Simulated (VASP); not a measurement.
A run of VASP 6.6.1:

INCAR

```
PREC = Accurate ; ENCUT = 520
EDIFF = 1E-6 ; ISMEAR = 0
SIGMA = 0.2 ; LREAL = F
LASPH = T ; NELM = 80
ALGO = Normal ; ISIF = 2
LWAVE = F ; LCHARG = T
GGA = PE ; LELF = T
LVHAR = T ; NBANDS = 61
```

Contents of KPOINTS:

```
regular mesh
0
Gamma
  4 4 2
```

POSCAR

```
CaLu2Pd3C3
1.0
    4.5466604810      0.0000000000      0.0000000000
   -2.2733302405      3.9375234790      0.0000000000
    0.0000000000      0.0000000000     11.3055909455
Ca Lu Pd C
1 2 3 3
Direct
    0.0000000000      0.0000000000      0.0000000000
    0.0000000000      0.0000000000      0.7215002373
    0.0000000000      0.0000000000      0.2784997627
    0.3333333333      0.6666666667      0.0000000000
    0.6666666667      0.3333333333      0.0000000000
    0.0000000000      0.0000000000      0.5000000000
    0.4993186715      0.0000000000      0.5000000000
    0.0000000000      0.4993186715      0.5000000000
    0.5006813285      0.5006813285      0.5000000000
```

Potentials or basis: VASP PAW PBE potentials, release 64 (Ca_sv, Lu, Pd, C).

The run is started by

```sh
$ cat potpaw_PBE.64/Ca_sv/POTCAR potpaw_PBE.64/Lu/POTCAR potpaw_PBE.64/Pd/POTCAR potpaw_PBE.64/C/POTCAR > POTCAR
$ mpirun -np 1 vasp_std > vasp.out
```

Hardware: 1 thread of Intel(R) Xeon(R) Platinum 8259CL CPU @ 2.50GHz (Skylake/Cascade Lake), on a shared host.

Question: Estimate the wall time of this run.

Answer: Run time: 3.6 min on 1 thread of Intel(R) Xeon(R) Platinum 8259CL CPU @ 2.50GHz (Skylake/Cascade Lake), with other jobs on the host, peak memory 0.38 GiB. Counts: scf iterations 16, k points 8.
